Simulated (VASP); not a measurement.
# Au (P6_3/mmc) in VASP: a series of runs

The runs below take Au through single point, with PBEsol.

Everything below comes from runs of VASP 6.6.1. Logs are shortened: lines on timing, memory, paths and dates and some standing lists are left out, and cuts for length are marked.

### Step 1. The cell of the first run

The structure is hexagonal, space group P6_3/mmc (No. 194). The conventional cell has a = 2.929 Å, b = 2.929 Å, c = 4.928 Å, α = 90.00°, β = 90.00°, γ = 120.00°. Au (site symmetry -6m2) has 12 Au at 2.93 to 2.99 Å within 3.9 Å.

### Step 2. Single point, PBEsol (volume scaled by 1.03)

The input, INCAR:

```
SYSTEM = Au
  PREC = Accurate
  ENCUT = 520
  EDIFF = 1E-7
  ISMEAR = -1
  SIGMA = 0.03
  LREAL = .FALSE.
  LASPH = .TRUE.
  NELM = 60
  ALGO = Normal
  ISIF = 2
  LWAVE = .FALSE.
  LCHARG = .FALSE.
  GGA = PS
  NBANDS = 18
```

The input, KPOINTS:

```
regular mesh
0
G
  14 14 8
  0 0 0
```

The input, POSCAR:

```
Au
1.0
    2.9287131334      0.0000000000      0.0000000000
   -1.4643565667      2.5363399740      0.0000000000
    0.0000000000      0.0000000000      4.9283199742
Au
2
Direct
    0.3333333333      0.6666666667      0.7500000000
    0.6666666667      0.3333333333      0.2500000000
```

Potentials or basis: VASP PAW PBE potentials, release 64 (Au).

On the command line:

```
> cat potpaw_PBE.64/Au/POTCAR > POTCAR
> mpirun -np 1 vasp_std > vasp.out
```

OUTCAR:

```text
SYSTEM = Au
   PREC = Accurate
   ENCUT = 520
   EDIFF = 1E-7
   ISMEAR = -1
   LREAL = .FALSE.
   LASPH = .TRUE.
   NELM = 60
   ISIF = 2
   GGA = PS

 ion  position               nearest neighbor table
   1  0.333  0.667  0.750-   2 2.99   2 2.99   2 2.99   2 2.99   2 2.99   2 2.99
   2  0.667  0.333  0.250-   1 2.99   1 2.99   1 2.99   1 2.99   1 2.99   1 2.99

  LATTYP: Found a hexagonal cell.
 ALAT       =     2.9287131334
 C/A-ratio  =     1.6827595431

  Lattice vectors:

 A1 = (   2.9287131334,   0.0000000000,   0.0000000000)
 A2 = (  -1.4643565667,   2.5363399740,   0.0000000000)
 A3 = (   0.0000000000,   0.0000000000,   4.9283199742)

Analysis of symmetry for initial positions (statically):
=====================================================================
 Subroutine PRICEL returns:
 Original cell was already a primitive cell.

 Routine SETGRP: Setting up the symmetry group for a
 hexagonal supercell.

 Subroutine GETGRP returns: Found 24 space group operations
 (whereof 12 operations were pure point group operations)
 out of a pool of 24 trial point group operations.

The static configuration has the point symmetry D_3d.
 The point group associated with its full space group is D_6h.

Analysis of symmetry for dynamics (positions and initial velocities):
=====================================================================
 Subroutine PRICEL returns:
 Original cell was already a primitive cell.

 Routine SETGRP: Setting up the symmetry group for a
 hexagonal supercell.

 Subroutine GETGRP returns: Found 24 space group operations
 (whereof 12 operations were pure point group operations)
 out of a pool of 24 trial point group operations.

The dynamic configuration has the point symmetry D_3d.
 The point group associated with its full space group is D_6h.

 Subroutine INISYM returns: Found 24 space group operations
 (whereof 12 operations are pure point group operations),
 and found     1 'primitive' translations

----------------------------------------------------------------------------------------

                                     Primitive cell

  volume of cell :      36.6086

  direct lattice vectors                    reciprocal lattice vectors
     2.928713133  0.000000000  0.000000000     0.341446893  0.197134456  0.000000000
    -1.464356567  2.536339974  0.000000000     0.000000000  0.394268911  0.000000000
     0.000000000  0.000000000  4.928319974     0.000000000  0.000000000  0.202908903

  length of vectors
     2.928713133  2.928713133  4.928319974     0.394268911  0.394268911  0.202908903

  position of ions in fractional coordinates (direct lattice)
     0.333333333  0.666666667  0.750000000
     0.666666667  0.333333333  0.250000000

  ion indices of the primitive-cell ions
   primitive index   ion index
                 1           1
                 2           2

----------------------------------------------------------------------------------------

 KPOINTS: regular mesh

Automatic generation of k-mesh.
 Grid dimensions read from file:
 generate k-points for:   14   14    8

 Generating k-lattice:

  Cartesian coordinates                     Fractional coordinates (reciprocal lattice)
     0.024389064  0.014081033  0.000000000     0.071428571  0.000000000  0.000000000
     0.000000000  0.028162065  0.000000000     0.000000000  0.071428571  0.000000000
     0.000000000  0.000000000  0.025363613     0.000000000  0.000000000  0.125000000

  Length of vectors
     0.028162065  0.028162065  0.025363613

  Shift w.r.t. Gamma in fractional coordinates (k-lattice)
     0.000000000  0.000000000  0.000000000

 Subroutine IBZKPT returns following result:
 ===========================================

 Found    120 irreducible k-points:

 Following reciprocal coordinates:
            Coordinates               Weight
  0.000000  0.000000  0.000000      1.000000
  0.071429  0.000000  0.000000      6.000000
  0.142857  0.000000  0.000000      6.000000
  0.214286 -0.000000  0.000000      6.000000
  0.285714  0.000000  0.000000      6.000000
  0.357143  0.000000  0.000000      6.000000
[... 16 lines left out ...]
  0.285714  0.285714  0.000000      6.000000
  0.357143  0.285714  0.000000      6.000000
 [... further k-points ...]
   k-points           NKPTS =    120   k-points in BZ     NKDIM =    120   number of bands    NBANDS=     18
   number of dos      NEDOS =    301   number of ions     NIONS =      2
   total plane-waves  NPLWV =  23040
   dimension x,y,z NGX =    24 NGY =   24 NGZ =   40
   dimension x,y,z NGXF=    48 NGYF=   48 NGZF=   80
   ions per type =               2
   NGX,Y,Z   is equivalent  to a cutoff of  13.62, 13.62, 13.49 a.u.
   NGXF,Y,Z  is equivalent  to a cutoff of  27.25, 27.25, 26.99 a.u.
 SYSTEM =  Au
   PREC   = accura    normal or accurate (medium, high low for compatibility)
   ISTART =      0    job   : 0-new  1-cont  2-samecut
   ICHARG =      2    charge: 1-file 2-atom 10-const
   ISPIN  =      1    spin polarized calculation?
   LNONCOLLINEAR =      F non collinear calculations
   LSORBIT =      F    spin-orbit coupling
   LASPH  =      T    aspherical Exc in radial PAW
   ENCUT  =  520.0 eV  38.22 Ry    6.18 a.u.   5.45  5.45  9.16*2*pi/ulx,y,z
   NELM   =     60;   NELMIN=  2; NELMDL= -5     # of ELM steps
   EDIFF  = 0.1E-06   stopping-criterion for ELM
   LREAL  =      F    real-space projection
   EDIFFG = 0.1E-05   stopping-criterion for IOM
   NSW    =      0    number of steps for IOM
   IBRION =     -1    ionic relax: 0-MD 1-quasi-New 2-CG
   NFREE  =      0    steps in history (QN), initial steepest desc. (CG)
   ISIF   =      2    stress and relaxation
   ISYM   =      2    0-nonsym 1-usesym 2-fastsym
   POTIM  = 0.5000    time-step for ionic-motion
   TEBEG  =    0.0;   TEEND  =   0.0 temperature during run
   PSTRESS=    0.0 pullay stress
   NELECT =      22.0000    total number of electrons
   NUPDOWN=      -1.0000    fix difference up-down
   EMIN   =  10.00;   EMAX   =-10.00  energy-range for DOS
   EFERMI =   0.00;   METHOD = LEGACY
   ISMEAR =    -1;   SIGMA  =   0.03  broadening in eV -4-tet -1-fermi 0-gaus
   EFERMI_NEDOS =   21; number of points for ismear=-14 and -15
   IALGO  =     38    algorithm
   IMIX   =      4    mixing-type and parameters
     AMIX     =   0.40;   BMIX     =  1.00
     AMIX_MAG =   1.60;   BMIX_MAG =  1.00
  volume/ion in A,a.u.               =      18.30       123.52
  Fermi-wavevector in a.u.,A,eV,Ry     =   1.381512  2.610679 25.967745  1.908575
  Thomas-Fermi vector in A             =   2.506289
   LORBIT       =      0    0 simple, 1 ext, 2 COOP (PROOUT), +10 PAW based schemes
   GGA     = PS    functional components
   LHFCALC =     F    Hartree Fock is set to
   AEXX    =    0.0000 exact exchange contribution
   IVDW    =     0    specifies the selected vdW correction
   LEPSILON=     F    determine dielectric tensor
   LRPA    =     F    only Hartree local field effects (RPA)
 non-spin polarized calculation
  energy-cutoff  :      520.00
  volume of cell :       36.61
 maximum number of plane-waves:      1015
 NGX is ok and might be reduce to    24
   NGX = 11   NGY = 11   NGZ = 19

 number of electron      21.9999998 magnetization

 Free energy of the ion-electron system (eV)
  ---------------------------------------------------
  ext. energy  EPLUGINS =         0.00000000
  ---------------------------------------------------
  free energy    TOTEN  =        -7.73629782 eV

  energy without entropy =       -7.73242180  energy(sigma->0) =       -7.73435981

 E-fermi :   8.1009     XC(G=0): -12.4636

 val. band max:        8.0976374579   @ k =   0.4286   0.0714   0.2500
 cond. band min:       8.1109434400   @ k =   0.2857   0.2143   0.2500
 fundamental gap:      0.0133059821
 Fermi energy:         8.1009112299

 k-point     1 :       0.0000    0.0000    0.0000
  band No.  band energies     occupation
      1      -1.0560      2.00000
      2       1.3327      2.00000
      3       3.6509      2.00000
      4       3.9153      2.00000
      5       3.9153      2.00000
      6       4.1881      2.00000
[... 10 lines left out ...]
     17      25.9050      0.00000
     18      25.9050      0.00000

 k-point     2 :       0.0714    0.0000    0.0000
  band No.  band energies     occupation
      1      -0.9036      2.00000
      2       1.4580      2.00000
      3       3.6050      2.00000
      4       3.9517      2.00000
      5       4.0130      2.00000
      6       4.1378      2.00000
[... 10 lines left out ...]
     17      25.0833      0.00000
     18      25.5978      0.00000

 k-point     3 :       0.1429    0.0000    0.0000
  band No.  band energies     occupation
      1      -0.4621      2.00000
      2       1.7919      2.00000
      3       3.4669      2.00000
      4       3.9476      2.00000
      5       4.1786      2.00000
      6       4.2965      2.00000
[... 10 lines left out ...]
     17      24.4415      0.00000
     18      25.6863      0.00000

 k-point     4 :       0.2143   -0.0000    0.0000
  band No.  band energies     occupation
      1       0.2094      2.00000
      2       2.1532      2.00000
      3       3.3979      2.00000
      4       3.6703      2.00000
      5       3.7948      2.00000
      6       4.4294      2.00000
[... 375 lines left out ...]
      4       3.7406      2.00000
      5       3.7915      2.00000
      6       4.0033      2.00000
[... 10 lines left out ...]
     17      19.6371      0.00000
     18      20.7794      0.00000

 k-point    23 :       0.2857    0.2857    0.0000
  band No.  band energies     occupation
      1       2.5201      2.00000
      2       2.7343      2.00000
      3       2.9858      2.00000
      4       3.4114      2.00000
      5       3.6911      2.00000
      6       3.9979      2.00000
[... 10 lines left out ...]
     17      19.2762      0.00000
     18      19.8479      0.00000

 k-point    24 :       0.3571    0.2857    0.0000
  band No.  band energies     occupation
      1       2.4989      2.00000
      2       2.8809      2.00000
      3       2.9331      2.00000
      4       3.5290      2.00000
      5       3.7490      2.00000
      6       3.8672      2.00000
[... 10 lines left out ...]
     17      18.6878      0.00000
     18      18.9325      0.00000

 [... further k-points ...]

------------------------ aborting loop because EDIFF is reached ----------------------------------------

  FORCE on cell =-STRESS in cart. coord.  units (eV):
  Direction    XX          YY          ZZ          XY          YZ          ZX
  --------------------------------------------------------------------------------------
  -------------------------------------------------------------------------------------
  Total       -2.3156503     -2.3156503     -2.3015724      0.0000000     -0.0000000      0.0000000
  in kB     -101.3445393   -101.3445393   -100.7284229      0.0000000     -0.0000000      0.0000000
  external PRESSURE =    -101.1391672 kB  Pullay stress =       0.0000000 kB

 VOLUME and BASIS-vectors are now :
 -----------------------------------------------------------------------------
  energy-cutoff  :      520.00
  volume of cell :       36.61
      direct lattice vectors                 reciprocal lattice vectors
     2.928713133  0.000000000  0.000000000     0.341446893  0.197134456  0.000000000
    -1.464356567  2.536339974  0.000000000     0.000000000  0.394268911  0.000000000
     0.000000000  0.000000000  4.928319974     0.000000000  0.000000000  0.202908903

 POSITION                                       TOTAL-FORCE (eV/Angst)
 -----------------------------------------------------------------------------------
     -0.00000      1.69089      3.69624         0.000000     -0.000000      0.000000
      1.46436      0.84545      1.23208        -0.000000      0.000000      0.000000
 -----------------------------------------------------------------------------------
    total drift:                               -0.000000      0.000000     -0.000000

  FREE ENERGIE OF THE ION-ELECTRON SYSTEM (eV)
  ---------------------------------------------------
  free  energy   TOTEN  =        -7.7362978247 eV

  energy  without entropy=       -7.7324218031  energy(sigma->0) =       -7.73435981
```

Run time: 26 s. Hardware: 1 thread of Intel Xeon Platinum 8488C (Sapphire Rapids), shared host; peak memory 0.2 GiB.

What came out:

* Free energy: -7.7363 eV
* Pressure: -10.1 GPa
* Band gap on the k mesh: zero (band 11 reaches 11.75 eV, above the bottom of band 12 at 5.62 eV)

Caveat: the PAW data sets were made with another functional, which shifts forces and pressure a little; spin-orbit coupling is left out, which moves the levels of the heavy elements.

### Step 3. Single point, PBEsol (volume scaled by 1.06)

The input, INCAR:

```
SYSTEM = Au
ALGO = Normal ; EDIFF = 1E-6
ENCUT = 520 ; GGA = PS
ISIF = 2 ; ISMEAR = -1
LASPH = .TRUE. ; LCHARG = .FALSE.
LREAL = .FALSE. ; LWAVE = .FALSE.
NBANDS = 18 ; NELM = 80
PREC = Accurate ; SIGMA = 0.03
```

The input, KPOINTS:

```
k-points
0
G
  14 14 8
  0 0 0
```

The input, POSCAR:

```
Au
1.0
    2.9568755643      0.0000000000      0.0000000000
   -1.4784377821      2.5607293545      0.0000000000
    0.0000000000      0.0000000000      4.9757105734
Au
2
Direct
    0.3333333333      0.6666666667      0.7500000000
    0.6666666667      0.3333333333      0.2500000000
```

Potentials or basis: VASP PAW PBE potentials, release 64 (Au).

On the command line:

```
> cat potpaw_PBE.64/Au/POTCAR > POTCAR
> mpirun -np 1 vasp_std > vasp.out
```

It took 24 s on 1 thread of Intel Xeon Platinum 8488C (Sapphire Rapids), shared host; peak memory 0.2 GiB.

It converged, with:

```yaml
Free_energy: -7.6599 eV
Pressure: -13.0 GPa
Band_gap_on_the_k_mesh: zero (band 11 reaches 11.21 eV, above the bottom of band 12 at 5.24 eV)
```

Stress tensor (GPa, compression positive):
```
-13.09   0.00   0.00
  0.00 -13.09   0.00
  0.00   0.00 -12.72
```

Levels at points of the mesh, in eV from the Fermi level:
```tsv
k point	band 8	band 9	band 10	band 11	band 12	band 13	band 14	band 15
(0.00, 0.00, 0.00)	-3.18	-3.18	-2.03	-2.03	-0.72	2.21	14.62	15.57
(0.50, 0.00, 0.00)	-1.85	-1.77	-1.61	0.38	1.37	5.46	6.63	6.94
(0.00, 0.00, 0.50)	-4.08	-2.42	-2.42	-2.42	-2.42	9.92	9.92	14.87
(0.50, 0.00, 0.50)	-2.20	-1.68	-1.68	0.66	0.66	3.47	3.47	12.72
```

Caveat: the PAW data sets were made with another functional, which shifts forces and pressure a little; spin-orbit coupling is left out, which moves the levels of the heavy elements.

### Step 4. Single point, PBEsol (volume scaled by 0.94)

The input, INCAR:

```
SYSTEM = Au
PREC = Accurate
ENCUT = 520
EDIFF = 1E-6
ISMEAR = -1
SIGMA = 0.03
LREAL = .FALSE.
LASPH = .TRUE.
NELM = 100
ALGO = Normal
ISIF = 2
LWAVE = .FALSE.
LCHARG = .TRUE.
GGA = PS
LELF = .TRUE.
LVHAR = .TRUE.
NBANDS = 18
```

The input, KPOINTS:

```
regular mesh
0
G
  14 14 8
  0 0 0
```

The input, POSCAR:

```
Au
1.0
    2.8407981581      0.0000000000      0.0000000000
   -1.4203990791      2.4602033720      0.0000000000
    0.0000000000      0.0000000000      4.7803802105
Au
2
Direct
    0.3333333333      0.6666666667      0.7500000000
    0.6666666667      0.3333333333      0.2500000000
```

On the command line:

```
> cat potpaw_PBE.64/Au/POTCAR > POTCAR
> mpirun -np 1 vasp_std > vasp.out
```

Wall time 33 s (1 thread of AMD EPYC 9R45 (Zen 5), shared host); peak memory 0.16 GiB.

The run converged. Its results:

```
Free energy            : -7.8171 eV
Pressure               : 3.2 GPa
Band gap on the k mesh : zero (band 11 reaches 13.58 eV, above the bottom of band 12 at 6.93 eV)
```

Stress tensor (GPa, compression positive):
```
3.62 0.00 0.00
0.00 3.62 0.00
0.00 0.00 2.44
```

Levels at points of the mesh, in eV from the Fermi level:
```tsv
k point	band 7	band 8	band 9	band 10	band 11	band 12	band 13	band 14	band 15	band 16
(0.00, 0.00, 0.00)	-4.35	-3.60	-3.60	-2.19	-2.19	-1.32	2.75	14.56	15.67	16.79
(0.50, 0.00, 0.00)	-3.82	-1.94	-1.85	-1.66	0.37	1.64	5.77	7.32	7.49	10.40
(0.00, 0.00, 0.50)	-4.71	-4.71	-2.66	-2.66	-2.66	-2.66	10.70	10.70	14.88	14.88
(0.50, 0.00, 0.50)	-2.46	-2.46	-1.73	-1.73	0.38	0.38	4.09	4.09	13.26	13.26
```

Caveat: the PAW data sets were made with another functional, which shifts forces and pressure a little; spin-orbit coupling is left out, which moves the levels of the heavy elements.

### Step 5. The runs side by side

```tsv
cell	gap on the mesh (eV)	pressure (GPa)
a = 2.929, b = 2.929, c = 4.928 Å, angles 90.0, 90.0, 120.0°, 2 atoms	none	-10.1
a = 2.957, b = 2.957, c = 4.976 Å, angles 90.0, 90.0, 120.0°, 2 atoms	none	-13.0
a = 2.841, b = 2.841, c = 4.780 Å, angles 90.0, 90.0, 120.0°, 2 atoms	none	3.2
```

Alike in all rows: task single point; level PBEsol; potentials or basis VASP PAW PBE potentials, release 64 (Au); no spin polarisation; k mesh 14 × 14 × 8; cutoff (eV) 520; smearing fermi-dirac 0.03 eV.

Caveats: the PAW data sets were made with another functional, which shifts forces and pressure a little; spin-orbit coupling is left out, which moves the levels of the heavy elements.

Total energies depend on the potentials used, so only differences within one code and one set of settings carry meaning.
